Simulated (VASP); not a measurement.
P: single point with LDA

Crystal: P.

```
CELL_PARAMETERS angstrom
2.66834 0.00000 0.00000
-1.33417 2.31085 0.00000
0.00000 0.00000 4.42970
ATOMIC_POSITIONS crystal
P 0.33333 0.66667 0.25000
P 0.66667 0.33333 0.75000
```

* Program: VASP 6.6.1
* Task: single point
* Functional: LDA
* Potentials or basis: VASP PAW LDA potentials, release 64 (P)
* Cutoff: 520 eV
* k mesh: 11 × 11 × 6
* Occupations: gaussian, width 0.05 eV
* Spin: no spin polarisation
* Dipole correction: no
* Further INCAR settings: ALGO = Normal; EDIFF = 1e-06; NBANDS = 12

| Property | Result |
| --- | --- |
| Pressure | 2.3 GPa |
| Band gap on the k mesh | zero (band 5 reaches 16.91 eV, above the bottom of band 6 at 6.31 eV) |

Stress tensor (GPa, compression positive):
```
2.33 0.00 0.00
0.00 2.33 0.00
0.00 0.00 2.19
```

Levels at points of the mesh, in eV from the Fermi level:
| k point | band 1 | band 2 | band 3 | band 4 | band 5 | band 6 | band 7 | band 8 | band 9 | band 10 |
| --- | --- | --- | --- | --- | --- | --- | --- | --- | --- | --- |
| (0.00, 0.00, 0.00) | -17.01 | -10.98 | -8.63 | 5.17 | 5.17 | 7.00 | 7.00 | 7.00 | 10.90 | 10.94 |
| (0.00, 0.00, 0.50) | -15.24 | -15.24 | -1.24 | -1.24 | 6.18 | 6.18 | 6.18 | 6.18 | 11.30 | 11.30 |

Wall time 5.7 s on 1 thread of Intel(R) Xeon(R) 6975P-C (Granite Rapids) (shared host), peak memory 0.13 GiB.
